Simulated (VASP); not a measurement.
# LiF (Fm-3m) in VASP: vibrations by perturbation theory with LDA

Aim: the vibrations by perturbation theory of LiF with LDA.

Program: VASP 6.6.1. These are calculated values, not measurements. Logs are shortened: lines on timing, memory, paths and dates and some standing lists are left out, and cuts for length are marked.

## Step 1: The cell of the first run

It takes space group Fm-3m (No. 225, cubic). Conventional cell: a = 4.083 Å, b = 4.083 Å, c = 4.083 Å, α = 90.00°, β = 90.00°, γ = 90.00°. Li (site symmetry m-3m) has 6 F at 2.04 Å within 2.7 Å. Within 2.7 Å of F (site symmetry m-3m) lie 6 Li at 2.04 Å.

## Step 2: Vibrations by perturbation theory, LDA

Contents of INCAR:

```
SYSTEM = LiF
PREC = Accurate
ENCUT = 520
EDIFF = 1E-8
ISMEAR = 0
SIGMA = 0.01
LREAL = .FALSE.
LASPH = .TRUE.
NELM = 100
ALGO = Normal
ISIF = 2
LWAVE = .FALSE.
LCHARG = .FALSE.
IBRION = 8
NSW = 1
LEPSILON = .TRUE.
```

Contents of KPOINTS:

```
Automatic mesh
0
G
  10 10 10
  0 0 0
```

Contents of POSCAR:

```
LiF
1.0
    0.0000000000      2.0417135700      2.0417135700
    2.0417135700      0.0000000000      2.0417135700
    2.0417135700      2.0417135700      0.0000000000
Li F
1 1
Direct
    0.0000000000      0.0000000000      0.0000000000
    0.5000000000      0.5000000000      0.5000000000
```

Potentials or basis: VASP PAW LDA potentials, release 64 (Li_sv, F).

The run is started by

```sh
> cat potpaw_LDA.64/Li_sv/POTCAR potpaw_LDA.64/F/POTCAR > POTCAR
> mpirun -np 1 vasp_std > vasp.out
```

OUTCAR:

```text
SYSTEM = LiF
   PREC = Accurate
   ENCUT = 520
   EDIFF = 1E-8
   ISMEAR = 0
   LREAL = .FALSE.
   LASPH = .TRUE.
   NELM = 100
   ISIF = 2
   IBRION = 8
   NSW = 1
   LEPSILON = .TRUE.

 ion  position               nearest neighbor table
   1  0.000  0.000  0.000-   2 2.04   2 2.04   2 2.04   2 2.04   2 2.04   2 2.04
   2  0.500  0.500  0.500-   1 2.04   1 2.04   1 2.04   1 2.04   1 2.04   1 2.04

  LATTYP: Found a face centered cubic cell.
 ALAT       =     4.0834271400

  Lattice vectors:

 A1 = (   0.0000000000,   2.0417135700,   2.0417135700)
 A2 = (   2.0417135700,   0.0000000000,   2.0417135700)
 A3 = (   2.0417135700,   2.0417135700,   0.0000000000)

Analysis of symmetry for initial positions (statically):
=====================================================================
 Subroutine PRICEL returns:
 Original cell was already a primitive cell.

 Routine SETGRP: Setting up the symmetry group for a
 face centered cubic supercell.

 Subroutine GETGRP returns: Found 48 space group operations
 (whereof 48 operations were pure point group operations)
 out of a pool of 48 trial point group operations.

The static configuration has the point symmetry O_h .

Analysis of symmetry for dynamics (positions and initial velocities):
=====================================================================
 Subroutine PRICEL returns:
 Original cell was already a primitive cell.

 Routine SETGRP: Setting up the symmetry group for a
 face centered cubic supercell.

 Subroutine GETGRP returns: Found 48 space group operations
 (whereof 48 operations were pure point group operations)
 out of a pool of 48 trial point group operations.

The dynamic configuration has the point symmetry O_h .

 Subroutine INISYM returns: Found 48 space group operations
 (whereof 48 operations are pure point group operations),
 and found     1 'primitive' translations

----------------------------------------------------------------------------------------

                                     Primitive cell

  volume of cell :      17.0222

  direct lattice vectors                    reciprocal lattice vectors
     0.000000000  2.041713570  2.041713570    -0.244892333  0.244892333  0.244892333
     2.041713570  0.000000000  2.041713570     0.244892333 -0.244892333  0.244892333
     2.041713570  2.041713570  0.000000000     0.244892333  0.244892333 -0.244892333

  length of vectors
     2.887419021  2.887419021  2.887419021     0.424165964  0.424165964  0.424165964

  position of ions in fractional coordinates (direct lattice)
     0.000000000  0.000000000  0.000000000
     0.500000000  0.500000000  0.500000000

  ion indices of the primitive-cell ions
   primitive index   ion index
                 1           1
                 2           2

----------------------------------------------------------------------------------------

 KPOINTS: Automatic mesh

Automatic generation of k-mesh.
 Grid dimensions read from file:
 generate k-points for:   10   10   10

 Generating k-lattice:

  Cartesian coordinates                     Fractional coordinates (reciprocal lattice)
    -0.024489233  0.024489233  0.024489233     0.100000000  0.000000000  0.000000000
     0.024489233 -0.024489233  0.024489233     0.000000000  0.100000000  0.000000000
     0.024489233  0.024489233 -0.024489233     0.000000000  0.000000000  0.100000000

  Length of vectors
     0.042416596  0.042416596  0.042416596

  Shift w.r.t. Gamma in fractional coordinates (k-lattice)
     0.000000000  0.000000000  0.000000000

 Subroutine IBZKPT returns following result:
 ===========================================

 Found     47 irreducible k-points:

[... 397 lines left out ...]
  energy-cutoff  :      520.00
  volume of cell :       17.02
      direct lattice vectors                 reciprocal lattice vectors
     0.000000000  2.041713570  2.041713570    -0.244892333  0.244892333  0.244892333
     2.041713570  0.000000000  2.041713570     0.244892333 -0.244892333  0.244892333
     2.041713570  2.041713570  0.000000000     0.244892333  0.244892333 -0.244892333

 POSITION                                       TOTAL-FORCE (eV/Angst)
 -----------------------------------------------------------------------------------
      0.00000      0.00000      0.00000        -0.000000      0.000000      0.000000
      2.04171      2.04171      2.04171         0.000000      0.000000     -0.000000
 -----------------------------------------------------------------------------------
    total drift:                               -0.000000     -0.000000      0.000000

  FREE ENERGIE OF THE ION-ELECTRON SYSTEM (eV)
  ---------------------------------------------------
  free  energy   TOTEN  =       -10.4403070787 eV

  energy  without entropy=      -10.4403070787  energy(sigma->0) =      -10.44030708

 HEAD OF MICROSCOPIC STATIC DIELECTRIC TENSOR (INDEPENDENT PARTICLE, excluding Hartree and local field effects)
 ------------------------------------------------------
           2.121742    -0.000000     0.000000
           0.000000     2.121742     0.000000
           0.000000     0.000000     2.121742
 ------------------------------------------------------

 Free energy of the ion-electron system (eV)
  ---------------------------------------------------
  ---------------------------------------------------
  free energy    TOTEN  =        -0.05420391 eV

  energy without entropy =       -0.05420391

------------------------ aborting loop because EDIFF is reached ----------------------------------------

--------------------------------------- Ionic step        2  -------------------------------------------

------------------------ aborting loop because EDIFF is reached ----------------------------------------

--------------------------------------- Ionic step        3  -------------------------------------------

------------------------ aborting loop because EDIFF is reached ----------------------------------------

 PIEZOELECTRIC TENSOR FIELD DIRECTION 3  (e Angst)
 -----------------------------------------------------------------------------
    -0.00019  0.00000  0.00000           ( -0.00001  0.00000  0.00000)
     0.00000 -0.00019 -0.00000           (  0.00000 -0.00001 -0.00000)
    -0.00000 -0.00000 -0.00006           (  0.00000 -0.00000 -0.00001)

 PIEZOELECTRIC TENSOR FIELD DIRECTION 3  (C/m^2)
 -----------------------------------------------------------------------------
    -0.00018  0.00000  0.00000
     0.00000 -0.00018 -0.00000
    -0.00000 -0.00000 -0.00005

--------------------------------------- Ionic step        4  -------------------------------------------

------------------------ aborting loop because EDIFF is reached ----------------------------------------

[... ionic steps 5 to 6 ...]

--------------------------------------- Ionic step        7  -------------------------------------------

 Free energy of the ion-electron system (eV)
  ---------------------------------------------------
  ---------------------------------------------------
  free energy    TOTEN  =        -0.51259908 eV

  energy without entropy =       -0.51259908

------------------------ aborting loop because EDIFF is reached ----------------------------------------

 INTERNAL STRAIN TENSOR  FOR ION    2  DIRECTION 1   (eV/Angst):
 -----------------------------------------------------------------------------
     0.00606  0.00000 -0.00000
    -0.00000  0.00498  0.00000
     0.00000  0.00000  0.00498

 MACROSCOPIC STATIC DIELECTRIC TENSOR (including local field effects in DFT)
 ------------------------------------------------------
           2.074273    -0.000000     0.000000
           0.000000     2.074273     0.000000
          -0.000000     0.000000     2.074273
 ------------------------------------------------------

 PIEZOELECTRIC TENSOR (including local field effects)  for field in x, y, z        (e  Angst)
          XX          YY          ZZ          XY          YZ          ZX
  --------------------------------------------------------------------------------
  x     0.00000     0.00000     0.00000     0.00000     0.00000     0.00000
  y     0.00000     0.00000     0.00000     0.00000     0.00000     0.00000
  z     0.00000     0.00000     0.00000     0.00000     0.00000     0.00000

 PIEZOELECTRIC TENSOR (including local field effects)  for field in x, y, z        (C/m^2)
          XX          YY          ZZ          XY          YZ          ZX
  --------------------------------------------------------------------------------
  x     0.00000     0.00000     0.00000     0.00000     0.00000     0.00000
  y     0.00000     0.00000     0.00000     0.00000     0.00000     0.00000
  z     0.00000     0.00000     0.00000     0.00000     0.00000     0.00000

 BORN EFFECTIVE CHARGES (including local field effects) (in |e|, cummulative output)
 ---------------------------------------------------------------------------------
 ion    1
    1     1.05287     0.00000     0.00000
    2     0.00000     1.05287     0.00000
    3     0.00000     0.00000     1.05287
 ion    2
    1    -1.05287     0.00000     0.00000
    2     0.00000    -1.05287     0.00000
    3     0.00000     0.00000    -1.05287

 INTERNAL STRAIN TENSOR FOR ION    2 for displacements in x,y,z  (eV/Angst):
          X           Y           Z          XY          YZ          ZX
  --------------------------------------------------------------------------------
  x     0.00000     0.00000     0.00000     0.00000     0.00000     0.00000
  y     0.00000     0.00000     0.00000     0.00000     0.00000     0.00000
  z     0.00000     0.00000     0.00000     0.00000     0.00000     0.00000

 SECOND DERIVATIVES (NOT SYMMETRIZED)
 ------------------------------------
               1X          1Y          1Z          2X          2Y          2Z
  1X    -1.010286    0.000000    0.000000    1.010286    0.000000    0.000000
  1Y     0.000000   -1.010286    0.000000    0.000000    1.010286    0.000000
  1Z     0.000000    0.000000   -1.010286    0.000000    0.000000    1.010286
  2X     0.944059    0.000000    0.000000   -0.944059    0.000000    0.000000
  2Y     0.000000    0.944059    0.000000    0.000000   -0.944059    0.000000
  2Z     0.000000    0.000000    0.944059    0.000000    0.000000   -0.944059

 Eigenvectors and eigenvalues of the dynamical matrix
 ----------------------------------------------------

   1 f  =    6.883194 THz    43.248386 2PiTHz  229.598650 cm-1    28.466592 meV
             X         Y         Z           dx          dy          dz
      0.000000  0.000000  0.000000     0.862264    0.000000    0.000000
      2.041714  2.041714  2.041714    -0.506459    0.000000    0.000000
[... 21 lines left out ...]
   6 f/i=    0.101883 THz     0.640148 2PiTHz    3.398442 cm-1     0.421353 meV
             X         Y         Z           dx          dy          dz
      0.000000  0.000000  0.000000    -0.097807    0.487205    0.097807
      2.041714  2.041714  2.041714    -0.166520    0.829483    0.166520

--------------------------------------------------------------------------------------------------------

 MACROSCOPIC STATIC DIELECTRIC TENSOR IONIC CONTRIBUTION
 ------------------------------------------------------
          12.052495     0.000000     0.000000
           0.000000    12.052495     0.000000
           0.000000     0.000000    12.052495
 ------------------------------------------------------

 ELASTIC MODULI CONTR FROM IONIC RELAXATION (kBar)
 Direction    XX          YY          ZZ          XY          YZ          ZX
 --------------------------------------------------------------------------------
 XX           0.0000      0.0000      0.0000      0.0000      0.0000      0.0000
 YY           0.0000      0.0000      0.0000      0.0000      0.0000      0.0000
 ZZ           0.0000      0.0000      0.0000      0.0000      0.0000      0.0000
 XY           0.0000      0.0000      0.0000      0.0000      0.0000      0.0000
 YZ           0.0000      0.0000      0.0000      0.0000      0.0000      0.0000
 ZX           0.0000      0.0000      0.0000      0.0000      0.0000      0.0000
 --------------------------------------------------------------------------------

 PIEZOELECTRIC TENSOR IONIC CONTR  for field in x, y, z        (C/m^2)
          XX          YY          ZZ          XY          YZ          ZX
  --------------------------------------------------------------------------------
  x     0.00000     0.00000     0.00000     0.00000     0.00000     0.00000
  y     0.00000     0.00000     0.00000     0.00000     0.00000     0.00000
  z     0.00000     0.00000     0.00000     0.00000     0.00000     0.00000
```

Wall time 8.2 min (1 thread of AMD EPYC 7R13, shared host); peak memory 0.13 GiB.

Results:

```yaml
Electronic_dielectric_tensor_diagonal: 2.07
Born_charges_mean_of_the_diagonal: Li +1.05; F -1.05 e
Highest_phonon_frequency_at_Γ_LO-TO_splitting_left_out: 230 cm⁻¹
```

Phonon frequencies in cm⁻¹ (negative: imaginary):
| q point | frequencies |
| --- | --- |
| (0.000, 0.000, 0.000) | -3 -3 -3 230 230 230 |

Electronic dielectric tensor:
```
2.07 0.00 0.00
0.00 2.07 0.00
0.00 0.00 2.07
```

Born effective charge tensors (e):
atom 1, Li
```
1.05 0.00 0.00
0.00 1.05 0.00
0.00 0.00 1.05
```
atom 2, F
```
-1.05  0.00  0.00
 0.00 -1.05  0.00
 0.00  0.00 -1.05
```

Caveat: the cell stands under pressure or tension, which shifts response properties.
